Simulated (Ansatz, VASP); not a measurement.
One calculation of Al3GaN4, two programs

```
CELL_PARAMETERS angstrom
4.40124 0.00000 0.00000
0.00000 4.40124 0.00000
0.00000 0.00000 4.40124
ATOMIC_POSITIONS crystal
Al 0.50000 0.49252 0.00000
Al 0.50000 0.97444 0.50000
Al 0.00000 0.49252 0.50000
Ga 0.00000 0.02163 0.00000
N 0.75140 0.73705 0.24860
N 0.73752 0.24813 0.73752
N 0.24860 0.73705 0.75140
N 0.26248 0.24813 0.26248
```

Change from the starting cell: mode 4 (254.0 1/cm) frozen in, largest displacement +0.113 Å.

Alike in both runs: task single point; functional r2SCAN; k mesh 6 × 6 × 6; occupations gaussian, width 0.05 eV; no spin polarisation.

|  | VASP | Ansatz |
| --- | --- | --- |
| version | VASP 6.6.1 | Ansatz 0.2.0 |
| potentials or method | VASP PAW PBE potentials, release 64 (Al, Ga_d, N), cutoff 520 eV | scalar-relativistic, plane waves, PAW |
| valence electrons in the cell | 42 | 42 |

|  | VASP | Ansatz | Ansatz less VASP |
| --- | --- | --- | --- |
| gap on the k mesh at the Fermi level (eV) | 3.83 | 3.84 | +0.007 |
| least direct gap on the mesh (eV) | 3.84 | 3.84 | +0.006 |
| pressure (GPa) | 0.0 | 0.0 | +0.01 |
| traceless stress, the component that is largest in VASP (GPa) | 1.08 | 1.02 | -0.064 |
| rms of the force components (eV/Å) | 0.363 | 0.361 | -0.0021 |

VASP's potentials were made for PBE, not for r2SCAN. Atom by atom the forces differ by 0.031 eV/Å (rms over components). The functional is the same, so the differences come from potentials, cutoffs and numerics.
